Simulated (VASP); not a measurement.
# In (Im-3m) in VASP: further runs, part 2 of 2

VASP 6.6.1. Earlier steps stand in the parts before.

**3. Single point, RPBE+D4**

This run uses another cell than the first one, of 26.56 Å³/atom, 1.009 times its volume.

INCAR reads:

```
ALGO = Fast
EDIFF = 1E-6
ENCUT = 520
GGA = RP
ISIF = 2
ISMEAR = -1
IVDW = 13
LASPH = T
LCHARG = F
LREAL = F
LWAVE = F
NBANDS = 12
NELM = 100
PREC = Accurate
SIGMA = 0.05
```

KPOINTS reads:

```
k-points
0
Gamma
  10 10 10
```

POSCAR reads:

```
In
1.0
   -1.8795135038      1.8795135038      1.8795135038
    1.8795135038     -1.8795135038      1.8795135038
    1.8795135038      1.8795135038     -1.8795135038
In
1
Direct
    0.0000000000      0.0000000000      0.0000000000
```

Potentials or basis: VASP PAW PBE potentials, release 64 (In_d).

Started as:

```bash
cat potpaw_PBE.64/In_d/POTCAR > POTCAR
mpirun -np 1 vasp_std > vasp.out
```

OUTCAR:

```text
EDIFF = 1E-6
   ENCUT = 520
   GGA = RP
   ISIF = 2
   ISMEAR = -1
   IVDW = 13
   LASPH = T
   LREAL = F
   NELM = 100
   PREC = Accurate

 ion  position               nearest neighbor table
   1  0.000  0.000  0.000-

  LATTYP: Found a body centered cubic cell.
 ALAT       =     3.7590270076

  Lattice vectors:

 A1 = (  -1.8795135038,   1.8795135038,   1.8795135038)
 A2 = (   1.8795135038,  -1.8795135038,   1.8795135038)
 A3 = (   1.8795135038,   1.8795135038,  -1.8795135038)

Analysis of symmetry for initial positions (statically):
=====================================================================
 Subroutine PRICEL returns:
 Original cell was already a primitive cell.

 Routine SETGRP: Setting up the symmetry group for a
 body centered cubic supercell.

 Subroutine GETGRP returns: Found 48 space group operations
 (whereof 48 operations were pure point group operations)
 out of a pool of 48 trial point group operations.

The static configuration has the point symmetry O_h .

Analysis of symmetry for dynamics (positions and initial velocities):
=====================================================================
 Subroutine PRICEL returns:
 Original cell was already a primitive cell.

 Routine SETGRP: Setting up the symmetry group for a
 body centered cubic supercell.

 Subroutine GETGRP returns: Found 48 space group operations
 (whereof 48 operations were pure point group operations)
 out of a pool of 48 trial point group operations.

The dynamic configuration has the point symmetry O_h .

 Subroutine INISYM returns: Found 48 space group operations
 (whereof 48 operations are pure point group operations),
 and found     1 'primitive' translations

----------------------------------------------------------------------------------------

                                     Primitive cell

  volume of cell :      26.5581

  direct lattice vectors                    reciprocal lattice vectors
    -1.879513504  1.879513504  1.879513504     0.000000000  0.266026288  0.266026288
     1.879513504 -1.879513504  1.879513504     0.266026288  0.000000000  0.266026288
     1.879513504  1.879513504 -1.879513504     0.266026288  0.266026288  0.000000000

  length of vectors
     3.255412882  3.255412882  3.255412882     0.376217984  0.376217984  0.376217984

  position of ions in fractional coordinates (direct lattice)
     0.000000000  0.000000000  0.000000000

  ion indices of the primitive-cell ions
   primitive index   ion index
                 1           1

----------------------------------------------------------------------------------------

 KPOINTS: k-points

Automatic generation of k-mesh.
 Grid dimensions read from file:
 generate k-points for:   10   10   10

 Generating k-lattice:

  Cartesian coordinates                     Fractional coordinates (reciprocal lattice)
     0.000000000  0.026602629  0.026602629     0.100000000  0.000000000  0.000000000
     0.026602629  0.000000000  0.026602629     0.000000000  0.100000000  0.000000000
     0.026602629  0.026602629  0.000000000     0.000000000  0.000000000  0.100000000

  Length of vectors
     0.037621798  0.037621798  0.037621798

  Shift w.r.t. Gamma in fractional coordinates (k-lattice)
     0.000000000  0.000000000  0.000000000

 Subroutine IBZKPT returns following result:
 ===========================================

 Found     47 irreducible k-points:

 Following reciprocal coordinates:
            Coordinates               Weight
  0.000000  0.000000  0.000000      1.000000
  0.100000  0.000000  0.000000     12.000000
  0.200000  0.000000  0.000000     12.000000
  0.300000  0.000000  0.000000     12.000000
  0.400000  0.000000  0.000000     12.000000
  0.500000  0.000000  0.000000      6.000000
[... 16 lines left out ...]
  0.300000  0.300000  0.100000      8.000000
 -0.300000  0.300000  0.100000     24.000000
 [... further k-points ...]
   k-points           NKPTS =     47   k-points in BZ     NKDIM =     47   number of bands    NBANDS=     12
   number of dos      NEDOS =    301   number of ions     NIONS =      1
   total plane-waves  NPLWV =  13824
   dimension x,y,z NGX =    24 NGY =   24 NGZ =   24
   dimension x,y,z NGXF=    48 NGYF=   48 NGZF=   48
   ions per type =               1
   NGX,Y,Z   is equivalent  to a cutoff of  12.26, 12.26, 12.26 a.u.
   NGXF,Y,Z  is equivalent  to a cutoff of  24.51, 24.51, 24.51 a.u.
 SYSTEM =  unknown system
   PREC   = accura    normal or accurate (medium, high low for compatibility)
   ISTART =      0    job   : 0-new  1-cont  2-samecut
   ICHARG =      2    charge: 1-file 2-atom 10-const
   ISPIN  =      1    spin polarized calculation?
   LNONCOLLINEAR =      F non collinear calculations
   LSORBIT =      F    spin-orbit coupling
   LASPH  =      T    aspherical Exc in radial PAW
   ENCUT  =  520.0 eV  38.22 Ry    6.18 a.u.   6.05  6.05  6.05*2*pi/ulx,y,z
   NELM   =    100;   NELMIN=  2; NELMDL= -5     # of ELM steps
   EDIFF  = 0.1E-05   stopping-criterion for ELM
   LREAL  =      F    real-space projection
   EDIFFG = 0.1E-04   stopping-criterion for IOM
   NSW    =      0    number of steps for IOM
   IBRION =     -1    ionic relax: 0-MD 1-quasi-New 2-CG
   NFREE  =      0    steps in history (QN), initial steepest desc. (CG)
   ISIF   =      2    stress and relaxation
   ISYM   =      2    0-nonsym 1-usesym 2-fastsym
   POTIM  = 0.5000    time-step for ionic-motion
   TEBEG  =    0.0;   TEEND  =   0.0 temperature during run
   PSTRESS=    0.0 pullay stress
   NELECT =      13.0000    total number of electrons
   NUPDOWN=      -1.0000    fix difference up-down
   EMIN   =  10.00;   EMAX   =-10.00  energy-range for DOS
   EFERMI =   0.00;   METHOD = LEGACY
   ISMEAR =    -1;   SIGMA  =   0.05  broadening in eV -4-tet -1-fermi 0-gaus
   EFERMI_NEDOS =   21; number of points for ismear=-14 and -15
   IALGO  =     68    algorithm
   IMIX   =      4    mixing-type and parameters
     AMIX     =   0.40;   BMIX     =  1.00
     AMIX_MAG =   1.60;   BMIX_MAG =  1.00
  volume/ion in A,a.u.               =      26.56       179.22
  Fermi-wavevector in a.u.,A,eV,Ry     =   1.290200  2.438125 22.648490  1.664617
  Thomas-Fermi vector in A             =   2.422047
   LORBIT       =      0    0 simple, 1 ext, 2 COOP (PROOUT), +10 PAW based schemes
   GGA     = RP    functional components
   LHFCALC =     F    Hartree Fock is set to
   AEXX    =    0.0000 exact exchange contribution
   IVDW    =    13    specifies the selected vdW correction
   LEPSILON=     F    determine dielectric tensor
   LRPA    =     F    only Hartree local field effects (RPA)
 non-spin polarized calculation
 RMM-DIIS sequential band-by-band and
  energy-cutoff  :      520.00
  volume of cell :       26.56
 maximum number of plane-waves:       728
   NGX = 13   NGY = 13   NGZ = 13

 number of electron      13.0000002 magnetization

 Free energy of the ion-electron system (eV)
  ---------------------------------------------------
  ext. energy  EPLUGINS =         0.00000000
  ---------------------------------------------------
  free energy    TOTEN  =        -2.17302937 eV

  energy without entropy =       -2.16756221  energy(sigma->0) =       -2.17029579

 E-fermi :   7.4360     XC(G=0): -10.0883

 val. band max:        7.4360088680   @ k =   0.3000   0.3000   0.0000
 cond. band min:       7.4492536133   @ k =   0.2000   0.2000   0.2000
 fundamental gap:      0.0132447454
 Fermi energy:         7.4360400293

 k-point     1 :       0.0000    0.0000    0.0000
  band No.  band energies     occupation
      1      -7.2332      2.00000
      2      -7.2332      2.00000
      3      -7.2332      2.00000
      4      -6.9682      2.00000
      5      -6.9682      2.00000
      6      -1.9359      2.00000
      7      18.5151      0.00000
      8      18.5151      0.00000
      9      18.5151      0.00000
     10      20.3982      0.00000
     11      20.3982      0.00000
     12      20.3982      0.00000
[... 331 lines left out ...]
 k-point    24 :      -0.3000    0.3000    0.1000
  band No.  band energies     occupation
      1      -7.2608      2.00000
      2      -7.1985      2.00000
      3      -7.0369      2.00000
      4      -6.9824      2.00000
      5      -6.9621      2.00000
      6       0.3962      2.00000
      7       9.7644      0.00000
      8      13.6178      0.00000
      9      14.7391      0.00000
     10      18.3733      0.00000
     11      19.2822      0.00000
     12      20.1225      0.00000

 [... further k-points ...]

------------------------ aborting loop because EDIFF is reached ----------------------------------------

  DFT-D4 for vdW energy calculation

  Edisp (eV):   -0.60648

  FORCE on cell =-STRESS in cart. coord.  units (eV):
  Direction    XX          YY          ZZ          XY          YZ          ZX
  --------------------------------------------------------------------------------------
  -------------------------------------------------------------------------------------
  Total      -0.01220    -0.01220    -0.01220     0.00000    -0.00000     0.00000
  in kB      -0.73617    -0.73617    -0.73617     0.00000    -0.00000     0.00000
  external pressure =       -0.74 kB  Pullay stress =        0.00 kB

 VOLUME and BASIS-vectors are now :
 -----------------------------------------------------------------------------
  energy-cutoff  :      520.00
  volume of cell :       26.56
      direct lattice vectors                 reciprocal lattice vectors
    -1.879513504  1.879513504  1.879513504     0.000000000  0.266026288  0.266026288
     1.879513504 -1.879513504  1.879513504     0.266026288  0.000000000  0.266026288
     1.879513504  1.879513504 -1.879513504     0.266026288  0.266026288  0.000000000

 POSITION                                       TOTAL-FORCE (eV/Angst)
 -----------------------------------------------------------------------------------
      0.00000      0.00000      0.00000        -0.000000      0.000000     -0.000000
 -----------------------------------------------------------------------------------
    total drift:                               -0.000000      0.000000      0.000000

  FREE ENERGIE OF THE ION-ELECTRON SYSTEM (eV)
  ---------------------------------------------------
  free  energy   TOTEN  =        -2.7795100800 eV

  energy  without entropy=       -2.7740429253  energy(sigma->0) =       -2.77677650
```

OSZICAR:

```text
N       E                     dE             d eps       ncg     rms          rms(c)
DAV:   1     0.789254863236E+02    0.78925E+02   -0.62784E+03  1140   0.136E+03
DAV:   2     0.168403591672E+01   -0.77241E+02   -0.75480E+02  1192   0.293E+02
DAV:   3    -0.210050770511E+01   -0.37845E+01   -0.37766E+01  1404   0.645E+01
DAV:   4    -0.218640075731E+01   -0.85893E-01   -0.85872E-01  1400   0.100E+01
DAV:   5    -0.219052557214E+01   -0.41248E-02   -0.41247E-02  1540   0.195E+00    0.214E+00
RMM:   6    -0.217552988521E+01    0.14996E-01   -0.20332E-02  1385   0.224E+00    0.118E+00
RMM:   7    -0.217284408968E+01    0.26858E-02   -0.10089E-02  1324   0.134E+00    0.228E-01
RMM:   8    -0.217293634278E+01   -0.92253E-04   -0.18791E-03  1471   0.676E-01    0.483E-02
RMM:   9    -0.217301015289E+01   -0.73810E-04   -0.55307E-04  1594   0.281E-01    0.340E-02
RMM:  10    -0.217302285694E+01   -0.12704E-04   -0.18206E-04  1539   0.230E-01    0.624E-03
RMM:  11    -0.217302714783E+01   -0.42909E-05   -0.73258E-05  1735   0.992E-02    0.334E-03
RMM:  12    -0.217302901597E+01   -0.18681E-05   -0.18239E-05  1532   0.500E-02    0.911E-04
RMM:  13    -0.217302936606E+01   -0.35009E-06   -0.19868E-06   911   0.153E-02
   1 F= -.27795101E+01 E0= -.27767765E+01  d E =-.546715E-02
```

Wall time 10 s (1 thread of Intel Xeon 8259CL, shared host); peak memory 0.14 GiB.

What came out:

```
Free energy                : -2.7795 eV
Pressure                   : -0.1 GPa
Dispersion energy per atom : -0.606 eV
```

Levels at points of the mesh, in eV from the Fermi level:
```
           k point  band 2  band 3  band 4  band 5  band 6  band 7  band 8  band 9  band 10  band 11
(0.00, 0.00, 0.00)  -14.67  -14.67  -14.40  -14.40   -9.37   11.08   11.08   11.08    12.96    12.96
(0.50, 0.00, 0.00)  -14.70  -14.42  -14.41  -14.24   -3.83   -3.08    5.95    7.34    10.04    10.10
(0.50, 0.50, 0.50)  -14.77  -14.28  -14.28  -14.28    1.06    1.33    1.33    1.33     5.25     5.25
```

Caveat: the PAW data sets were made with another functional, which shifts forces and pressure a little; spin-orbit coupling is left out, which moves the levels of the heavy elements; pairwise dispersion overbinds metals, which lowers pressure and volume.

**4. Relaxation of cell and atoms, PBE+D3(BJ)**

This run uses another cell than the first one, of 26.69 Å³/atom, 1.013 times its volume.

INCAR reads:

```
PREC = Accurate ; ENCUT = 600
EDIFF = 1E-7 ; ISMEAR = -1
SIGMA = 0.05 ; LREAL = False
LASPH = True ; NELM = 100
ALGO = Normal ; ISIF = 3
LWAVE = False ; LCHARG = False
GGA = PE ; IVDW = 12
IBRION = 2 ; NSW = 60
EDIFFG = -0.01
```

KPOINTS reads:

```
regular mesh
0
Gamma
  10 10 10
```

POSCAR reads:

```
In
1.0
   -1.8825252400      1.8825252400      1.8825252400
    1.8825252400     -1.8825252400      1.8825252400
    1.8825252400      1.8825252400     -1.8825252400
In
1
Direct
    0.0000000000      0.0000000000      0.0000000000
```

Potentials or basis: VASP PAW PBE potentials, release 64 (In_d).

Started as:

```bash
cat potpaw_PBE.64/In_d/POTCAR > POTCAR
mpirun -np 1 vasp_std > vasp.out
```

OUTCAR:

```text
PREC = Accurate
   ENCUT = 600
   EDIFF = 1E-7
   ISMEAR = -1
   LREAL = False
   LASPH = True
   NELM = 100
   ISIF = 3
   GGA = PE
   IVDW = 12
   IBRION = 2
   NSW = 60
   EDIFFG = -0.01
 IVDW          = 12

 ion  position               nearest neighbor table
   1  0.000  0.000  0.000-

  LATTYP: Found a body centered cubic cell.
 ALAT       =     3.7650504800

  Lattice vectors:

 A1 = (  -1.8825252400,   1.8825252400,   1.8825252400)
 A2 = (   1.8825252400,  -1.8825252400,   1.8825252400)
 A3 = (   1.8825252400,   1.8825252400,  -1.8825252400)

Analysis of symmetry for initial positions (statically):
=====================================================================
 Subroutine PRICEL returns:
 Original cell was already a primitive cell.

 Routine SETGRP: Setting up the symmetry group for a
 body centered cubic supercell.

 Subroutine GETGRP returns: Found 48 space group operations
 (whereof 48 operations were pure point group operations)
 out of a pool of 48 trial point group operations.

The static configuration has the point symmetry O_h .
[... 214 lines left out ...]
 Fermi energy:         7.3787865132

 k-point     1 :       0.0000    0.0000    0.0000
  band No.  band energies     occupation
      1      -7.2361      2.00000
      2      -7.2361      2.00000
      3      -7.2361      2.00000
      4      -6.9635      2.00000
      5      -6.9635      2.00000
      6      -2.0486      2.00000
      7      18.4760      0.00000
      8      18.4760      0.00000
      9      18.4760      0.00000
     10      20.4250      0.00000
[... 287 lines left out ...]
 k-point    24 :      -0.3000    0.3000    0.1000
  band No.  band energies     occupation
      1      -7.2647      2.00000
      2      -7.2013      2.00000
      3      -7.0344      2.00000
      4      -6.9781      2.00000
      5      -6.9576      2.00000
      6       0.2974      2.00000
      7       9.7178      0.00000
      8      13.5789      0.00000
      9      14.7206      0.00000
     10      18.3786      0.00000

 [... further k-points ...]

------------------------ aborting loop because EDIFF is reached ----------------------------------------

 Edisp (eV)   -0.33512

 E8    (eV) :    -0.1671

  FORCE on cell =-STRESS in cart. coord.  units (eV):
  Direction    XX          YY          ZZ          XY          YZ          ZX
  --------------------------------------------------------------------------------------
  -------------------------------------------------------------------------------------
  Total      -0.00529    -0.00529    -0.00529    -0.00000     0.00000    -0.00000
  in kB      -0.32151    -0.32151    -0.32151    -0.00000     0.00000    -0.00000
  external pressure =       -0.32 kB  Pullay stress =        0.00 kB

 VOLUME and BASIS-vectors are now :
 -----------------------------------------------------------------------------
  energy-cutoff  :      600.00
  volume of cell :       26.36
      direct lattice vectors                 reciprocal lattice vectors
    -1.874784307  1.874784307  1.874784307     0.000000000  0.266697347  0.266697347
     1.874784307 -1.874784307  1.874784307     0.266697347  0.000000000  0.266697347
     1.874784307  1.874784307 -1.874784307     0.266697347  0.266697347  0.000000000

 POSITION                                       TOTAL-FORCE (eV/Angst)
 -----------------------------------------------------------------------------------
      0.00000      0.00000      0.00000         0.000000      0.000000      0.000000
 -----------------------------------------------------------------------------------
    total drift:                               -0.000000     -0.000000     -0.000000

  FREE ENERGIE OF THE ION-ELECTRON SYSTEM (eV)
  ---------------------------------------------------
  free  energy   TOTEN  =        -2.8833944154 eV

  energy  without entropy=       -2.8778936424  energy(sigma->0) =       -2.88064403

 reached required accuracy - stopping structural energy minimisation
```

Wall time 39 s (1 thread of Intel Xeon 8259CL, shared host); peak memory 0.18 GiB.

Results:

```
Free energy                            : -2.8834 eV
Relaxed volume                         : 26.36 Å³/atom
Relaxed cell                           : a = 3.247 Å, b = 3.247 Å, c = 3.247 Å, α = 109.47°, β = 109.47°, γ = 109.47°
Space group after relaxing (to 0.05 Å) : Im-3m (No. 229)
Energy gained by relaxing              : 0.6 meV/atom
Ionic steps                            : 2
Pressure after relaxing                : 0.0 GPa
Dispersion energy per atom             : -0.335 eV
```

Step by step:
```tsv
step	energy change (eV)	largest force (eV/Å)	pressure (GPa)	volume (Å³)
1	0.0000	0.0000	-0.51	26.69
2	-0.0006	0.0000	-0.03	26.36
```

Final structure:
```xyz
1
Lattice="-1.8748 1.8748 1.8748 1.8748 -1.8748 1.8748 1.8748 1.8748 -1.8748" Properties=species:S:1:pos:R:3 pbc="T T T"
In    0.0000    0.0000    0.0000
```

Caveat: spin-orbit coupling is left out, which moves the levels of the heavy elements; pairwise dispersion overbinds metals, which lowers pressure and volume.

**5. The runs side by side**

| task | level | cell | cutoff (eV) | gap on the mesh (eV) | pressure (GPa) |
| --- | --- | --- | --- | --- | --- |
| single point | PBE+D4 | a = 3.246 Å, angles 109.5°, 1 atom | 520 | none | 0.0 |
| single point | RPBE+D4 | a = 3.255 Å, angles 109.5°, 1 atom | 520 | none | -0.1 |
| relaxation of cell and atoms | PBE+D3(BJ) | relaxed from a = 3.261 Å, angles 109.5°, 1 atom | 600 | none | 0.0 |

Alike in all rows: potentials or basis VASP PAW PBE potentials, release 64 (In_d); no spin polarisation; k mesh 10 × 10 × 10; smearing fermi-dirac 0.05 eV.

Caveats: spin-orbit coupling is left out, which moves the levels of the heavy elements; pairwise dispersion overbinds metals, which lowers pressure and volume; the PAW data sets were made with another functional, which shifts forces and pressure a little (some runs).

Total energies depend on the potentials used, so only differences within one code and one set of settings carry meaning.
